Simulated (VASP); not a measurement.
# AlN (P4/mmm) in VASP: notebook, part 2 of 2

VASP 6.6.1. The steps go on from the part before.

**4. Single point, PBE**

This run uses another cell than the first one: it holds 2 atoms, not 4.

Input file INCAR:

```
SYSTEM = AlN
  PREC = Accurate
  ENCUT = 520
  EDIFF = 1E-7
  ISMEAR = 0
  SIGMA = 0.02
  LREAL = .False.
  LASPH = .True.
  NELM = 100
  ALGO = Normal
  ISIF = 2
  LWAVE = .False.
  LCHARG = .False.
  GGA = PE
  NBANDS = 11
```

Input file KPOINTS:

```
regular mesh
0
Gamma
  10 10 6
  0 0 0
```

Input file POSCAR:

```
AlN
1.0
    2.6923545806      0.0000000000      0.0000000000
    0.0000000000      2.6923545806      0.0000000000
    0.0000000000      0.0000000000      5.0032571295
Al N
1 1
Direct
    0.5000000000      0.5000000000      0.5000000000
    0.0000000000      0.0000000000      0.5000000000
```

Potentials or basis: VASP PAW PBE potentials, release 64 (Al, N).

The run is started by

```sh
$ cat potpaw_PBE.64/Al/POTCAR potpaw_PBE.64/N/POTCAR > POTCAR
$ mpirun -np 1 vasp_std > vasp.out
```

OUTCAR:

```text
SYSTEM = AlN
   PREC = Accurate
   ENCUT = 520
   EDIFF = 1E-7
   ISMEAR = 0
   LREAL = .False.
   LASPH = .True.
   NELM = 100
   ISIF = 2
   GGA = PE

 ion  position               nearest neighbor table
   1  0.500  0.500  0.500-   2 1.90   2 1.90   2 1.90   2 1.90
   2  0.000  0.000  0.500-   1 1.90   1 1.90   1 1.90   1 1.90

  LATTYP: Found a simple tetragonal cell.
 ALAT       =     2.6923545806
 C/A-ratio  =     1.8583202842

  Lattice vectors:

 A1 = (   2.6923545806,   0.0000000000,   0.0000000000)
 A2 = (   0.0000000000,   2.6923545806,   0.0000000000)
 A3 = (   0.0000000000,   0.0000000000,   5.0032571295)

Analysis of symmetry for initial positions (statically):
=====================================================================
 Subroutine PRICEL returns:
 Original cell was already a primitive cell.

 Routine SETGRP: Setting up the symmetry group for a
 simple tetragonal supercell.

 Subroutine GETGRP returns: Found 16 space group operations
 (whereof 16 operations were pure point group operations)
 out of a pool of 16 trial point group operations.

The static configuration has the point symmetry D_4h.

Analysis of symmetry for dynamics (positions and initial velocities):
=====================================================================
 Subroutine PRICEL returns:
 Original cell was already a primitive cell.

 Routine SETGRP: Setting up the symmetry group for a
 simple tetragonal supercell.

 Subroutine GETGRP returns: Found 16 space group operations
 (whereof 16 operations were pure point group operations)
 out of a pool of 16 trial point group operations.

The dynamic configuration has the point symmetry D_4h.

 Subroutine INISYM returns: Found 16 space group operations
 (whereof 16 operations are pure point group operations),
 and found     1 'primitive' translations

----------------------------------------------------------------------------------------

                                     Primitive cell

  volume of cell :      36.2675

  direct lattice vectors                    reciprocal lattice vectors
     2.692354581  0.000000000  0.000000000     0.371422103  0.000000000  0.000000000
     0.000000000  2.692354581  0.000000000     0.000000000  0.371422103  0.000000000
     0.000000000  0.000000000  5.003257129     0.000000000  0.000000000  0.199869800

  length of vectors
     2.692354581  2.692354581  5.003257129     0.371422103  0.371422103  0.199869800

  position of ions in fractional coordinates (direct lattice)
     0.500000000  0.500000000  0.500000000
     0.000000000  0.000000000  0.500000000

  ion indices of the primitive-cell ions
   primitive index   ion index
                 1           1
                 2           2

----------------------------------------------------------------------------------------

 KPOINTS: regular mesh

Automatic generation of k-mesh.
 Grid dimensions read from file:
 generate k-points for:   10   10    6

 Generating k-lattice:

  Cartesian coordinates                     Fractional coordinates (reciprocal lattice)
     0.037142210  0.000000000  0.000000000     0.100000000  0.000000000  0.000000000
     0.000000000  0.037142210  0.000000000     0.000000000  0.100000000  0.000000000
     0.000000000  0.000000000  0.033311633     0.000000000  0.000000000  0.166666667

  Length of vectors
     0.037142210  0.037142210  0.033311633

  Shift w.r.t. Gamma in fractional coordinates (k-lattice)
     0.000000000  0.000000000  0.000000000

 Subroutine IBZKPT returns following result:
 ===========================================

 Found     84 irreducible k-points:

 Following reciprocal coordinates:
            Coordinates               Weight
  0.000000  0.000000  0.000000      1.000000
  0.100000  0.000000  0.000000      4.000000
  0.200000  0.000000  0.000000      4.000000
  0.300000  0.000000  0.000000      4.000000
  0.400000  0.000000  0.000000      4.000000
  0.500000  0.000000  0.000000      2.000000
[... 16 lines left out ...]
  0.100000  0.000000  0.166667      8.000000
  0.200000  0.000000  0.166667      8.000000
 [... further k-points ...]
   k-points           NKPTS =     84   k-points in BZ     NKDIM =     84   number of bands    NBANDS=     11
   number of dos      NEDOS =    301   number of ions     NIONS =      2
   total plane-waves  NPLWV =  16000
   dimension x,y,z NGX =    20 NGY =   20 NGZ =   40
   dimension x,y,z NGXF=    40 NGYF=   40 NGZF=   80
   ions per type =               1   1
   NGX,Y,Z   is equivalent  to a cutoff of  12.35, 12.35, 13.29 a.u.
   NGXF,Y,Z  is equivalent  to a cutoff of  24.70, 24.70, 26.58 a.u.
 SYSTEM =  AlN
   PREC   = accura    normal or accurate (medium, high low for compatibility)
   ISTART =      0    job   : 0-new  1-cont  2-samecut
   ICHARG =      2    charge: 1-file 2-atom 10-const
   ISPIN  =      1    spin polarized calculation?
   LNONCOLLINEAR =      F non collinear calculations
   LSORBIT =      F    spin-orbit coupling
   LASPH  =      T    aspherical Exc in radial PAW
   ENCUT  =  520.0 eV  38.22 Ry    6.18 a.u.   5.01  5.01  9.30*2*pi/ulx,y,z
   NELM   =    100;   NELMIN=  2; NELMDL= -5     # of ELM steps
   EDIFF  = 0.1E-06   stopping-criterion for ELM
   LREAL  =      F    real-space projection
   EDIFFG = 0.1E-05   stopping-criterion for IOM
   NSW    =      0    number of steps for IOM
   IBRION =     -1    ionic relax: 0-MD 1-quasi-New 2-CG
   NFREE  =      0    steps in history (QN), initial steepest desc. (CG)
   ISIF   =      2    stress and relaxation
   ISYM   =      2    0-nonsym 1-usesym 2-fastsym
   POTIM  = 0.5000    time-step for ionic-motion
   TEBEG  =    0.0;   TEEND  =   0.0 temperature during run
   PSTRESS=    0.0 pullay stress
   NELECT =       8.0000    total number of electrons
   NUPDOWN=      -1.0000    fix difference up-down
   EMIN   =  10.00;   EMAX   =-10.00  energy-range for DOS
   EFERMI =   0.00;   METHOD = LEGACY
   ISMEAR =     0;   SIGMA  =   0.02  broadening in eV -4-tet -1-fermi 0-gaus
   EFERMI_NEDOS =   21; number of points for ismear=-14 and -15
   IALGO  =     38    algorithm
   IMIX   =      4    mixing-type and parameters
     AMIX     =   0.40;   BMIX     =  1.00
     AMIX_MAG =   1.60;   BMIX_MAG =  1.00
  volume/ion in A,a.u.               =      18.13       122.37
  Fermi-wavevector in a.u.,A,eV,Ry     =   0.989158  1.869238 13.312400  0.978434
  Thomas-Fermi vector in A             =   2.120737
   LORBIT       =      0    0 simple, 1 ext, 2 COOP (PROOUT), +10 PAW based schemes
   GGA     = PE    functional components
   LHFCALC =     F    Hartree Fock is set to
   AEXX    =    0.0000 exact exchange contribution
   IVDW    =     0    specifies the selected vdW correction
   LEPSILON=     F    determine dielectric tensor
   LRPA    =     F    only Hartree local field effects (RPA)
 non-spin polarized calculation
 Gauss-broadening in eV      SIGMA  =   0.02
  energy-cutoff  :      520.00
  volume of cell :       36.27
 maximum number of plane-waves:      1000
   NGX = 11   NGY = 11   NGZ = 19

 number of electron       8.0000000 magnetization

 Free energy of the ion-electron system (eV)
  ---------------------------------------------------
  ext. energy  EPLUGINS =         0.00000000
  ---------------------------------------------------
  free energy    TOTEN  =       -13.45429919 eV

  energy without entropy =      -13.45429919  energy(sigma->0) =      -13.45429919

 E-fermi :   2.6784     XC(G=0):  -7.6751

 val. band max:        2.5064137715   @ k =   0.5000   0.5000   0.0000
 cond. band min:       3.4438353665   @ k =   0.0000   0.0000   0.0000
 fundamental gap:      0.9374215949
 Fermi energy:         2.6784244889

 k-point     1 :       0.0000    0.0000    0.0000
  band No.  band energies     occupation
      1     -13.2186      2.00000
      2      -1.3781      2.00000
      3       1.5563      2.00000
      4       1.5563      2.00000
      5       3.4438      0.00000
      6      10.1803      0.00000
      7      10.2662      0.00000
      8      11.1247      0.00000
      9      19.9241      0.00000
     10      19.9241      0.00000
     11      20.5241      0.00000
[... 309 lines left out ...]
 k-point    24 :       0.2000    0.0000    0.1667
  band No.  band energies     occupation
      1     -12.6867      2.00000
      2      -1.1153      2.00000
      3      -0.9070      2.00000
      4       1.6968      2.00000
      5       4.8728      0.00000
      6       8.8859      0.00000
      7      11.4279      0.00000
      8      13.0752      0.00000
      9      16.1917      0.00000
     10      18.0276      0.00000
     11      19.0675      0.00000

 [... further k-points ...]

------------------------ aborting loop because EDIFF is reached ----------------------------------------

  FORCE on cell =-STRESS in cart. coord.  units (eV):
  Direction    XX          YY          ZZ          XY          YZ          ZX
  --------------------------------------------------------------------------------------
  -------------------------------------------------------------------------------------
  Total       -0.0295990     -0.0295990     -0.0036226      0.0000000      0.0000000      0.0000000
  in kB       -1.3075868     -1.3075868     -0.1600339      0.0000000      0.0000000      0.0000000
  external PRESSURE =      -0.9250692 kB  Pullay stress =       0.0000000 kB

 VOLUME and BASIS-vectors are now :
 -----------------------------------------------------------------------------
  energy-cutoff  :      520.00
  volume of cell :       36.27
      direct lattice vectors                 reciprocal lattice vectors
     2.692354581  0.000000000  0.000000000     0.371422103  0.000000000  0.000000000
     0.000000000  2.692354581  0.000000000     0.000000000  0.371422103  0.000000000
     0.000000000  0.000000000  5.003257129     0.000000000  0.000000000  0.199869800

 POSITION                                       TOTAL-FORCE (eV/Angst)
 -----------------------------------------------------------------------------------
      1.34618      1.34618      2.50163         0.000000      0.000000      0.000000
      0.00000      0.00000      2.50163         0.000000      0.000000      0.000000
 -----------------------------------------------------------------------------------
    total drift:                               -0.000000     -0.000000      0.000000

  FREE ENERGIE OF THE ION-ELECTRON SYSTEM (eV)
  ---------------------------------------------------
  free  energy   TOTEN  =       -13.4542991876 eV

  energy  without entropy=      -13.4542991876  energy(sigma->0) =      -13.45429919
```

Run time: 21 s. Hardware: 1 thread of Intel Xeon Platinum 8259CL at 2.50GHz (Skylake/Cascade Lake), shared host; peak memory 0.15 GiB.

What came out:

| Item | Value |
| --- | --- |
| Free energy | -13.4543 eV |
| Pressure | -0.1 GPa |
| Band gap on the k mesh | 0.94 eV (least direct gap 1.89 eV) |

Stress tensor (GPa, compression positive):
```
-0.13  0.00  0.00
 0.00 -0.13  0.00
 0.00  0.00 -0.02
```

Levels at points of the mesh, in eV from the valence-band top:
| k point | band 1 | band 2 | band 3 | band 4 | band 5 | band 6 | band 7 | band 8 | band 9 |
| --- | --- | --- | --- | --- | --- | --- | --- | --- | --- |
| (0.00, 0.00, 0.00) | -15.73 | -3.88 | -0.95 | -0.95 | 0.94 | 7.67 | 7.76 | 8.62 | 17.42 |
| (0.50, 0.00, 0.00) | -13.75 | -7.34 | -1.63 | -0.52 | 3.80 | 5.54 | 6.69 | 11.03 | 13.02 |
| (0.50, 0.50, 0.00) | -12.28 | -5.56 | -5.56 | 0.00 | 3.17 | 8.07 | 8.87 | 8.87 | 11.59 |
| (0.00, 0.00, 0.50) | -15.71 | -4.35 | -0.95 | -0.95 | 3.36 | 4.19 | 8.65 | 11.37 | 11.62 |
| (0.50, 0.00, 0.50) | -13.75 | -7.31 | -1.82 | -0.52 | 2.65 | 7.61 | 8.70 | 9.02 | 13.00 |
| (0.50, 0.50, 0.50) | -12.27 | -5.55 | -5.55 | -0.07 | 3.43 | 7.05 | 7.89 | 7.89 | 13.89 |

A k mesh can miss the band edges.
